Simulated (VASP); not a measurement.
Set up this calculation in VASP 6.6.1, as the native input.

| Item | Value |
| --- | --- |
| Task | relaxation of cell and atoms |
| Functional | PBE |
| Potentials or basis | VASP PAW PBE potentials, release 64 (Al, N) |
| Cutoff | 600 eV |
| k mesh | 9 × 9 × 4 |
| Occupations | gaussian, width 0.02 eV |
| Spin | no spin polarisation |
| Dipole correction | no |
| Further INCAR settings | ALGO = Normal; EDIFF = 1e-07; IBRION = 2; EDIFFG = -0.01; NSW = 65; ISIF = 3 |

The structure of AlN lies in POSCAR:

```
AlN
1.0
    3.1301886382      0.0000000000      0.0000000000
   -1.5650943191      2.7108228793      0.0000000000
    0.0000000000      0.0000000000      7.5272420562
Al N
3 3
Direct
    0.0000000000      0.0000000000      0.0000000000
    0.3333333333      0.6666666667      0.3333333333
    0.6666666667      0.3333333333      0.6666666667
    0.0000000000      0.0000000000      0.2500000000
    0.3333333333      0.6666666667      0.5833333333
    0.6666666667      0.3333333333      0.9166666667
```

One way to write it, as run:

INCAR

```
SYSTEM = AlN
  PREC = Accurate
  ENCUT = 600
  EDIFF = 1E-7
  ISMEAR = 0
  SIGMA = 0.02
  LREAL = .False.
  LASPH = .True.
  NELM = 100
  ALGO = Normal
  ISIF = 3
  LWAVE = .False.
  LCHARG = .False.
  GGA = PE
  IBRION = 2
  NSW = 65
  EDIFFG = -0.01
```

KPOINTS

```
Automatic mesh
0
Gamma
  9 9 4
  0 0 0
```

Potentials or basis: VASP PAW PBE potentials, release 64 (Al, N).

The run is started by

```bash
$ cat potpaw_PBE.64/Al/POTCAR potpaw_PBE.64/N/POTCAR > POTCAR
$ mpirun -np 1 vasp_std > vasp.out
```

It gave:

The energy gained by relaxing is 3.3 meV/atom, the ionic steps are 5 and the pressure after relaxing is 0.1 GPa. The largest force after relaxing is 0.005 eV/Å and the band gap on the k mesh is 3.45 eV.

Run time: 83 s on 1 thread of Intel(R) Xeon(R) Platinum 8559C (Emerald Rapids), on a shared host, peak memory 0.22 GiB.
